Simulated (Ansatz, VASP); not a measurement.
Al in VASP and in Ansatz

```
Al
1.0
    -1.60632    1.60632   -1.60632
    -1.60632   -1.60632    1.60632
    -1.28505    5.46148    7.38906
Al
4
Direct
  0.91250 0.38750 0.87500
  0.48750 0.41250 0.12500
  0.96250 0.73750 0.37500
  0.43750 0.06250 0.62500
```

Alike in both runs: task single point; functional PBEsol; k mesh 16 × 16 × 5; occupations gaussian, width 0.15 eV; no spin polarisation.

|  | VASP | Ansatz |
| --- | --- | --- |
| version | VASP 6.6.1 | Ansatz 0.2.0 |
| potentials or method | VASP PAW PBE potentials, release 64 (Al), cutoff 520 eV | scalar-relativistic, plane waves, PAW |
| valence electrons in the cell | 12 | 12 |

VASP gave:

```
gap on the k mesh at the Fermi level (eV)                     : none
pressure (GPa)                                                : 0.5
traceless stress, the component that is largest in VASP (GPa) : -1.32
rms of the force components (eV/Å)                            : 0.107
```

Q: What did Ansatz give for the same quantities?

A: gap on the k mesh at the Fermi level (eV): none; pressure (GPa): 0.5; traceless stress, the component that is largest in VASP (GPa): -1.31; rms of the force components (eV/Å): 0.106.

VASP's potentials were made for PBE, not for PBEsol, and Ansatz warns of the same on its side. Atom by atom the forces differ by 0.001 eV/Å (rms over components). A gap of «none» marks a metal or a gap that the smearing closes.
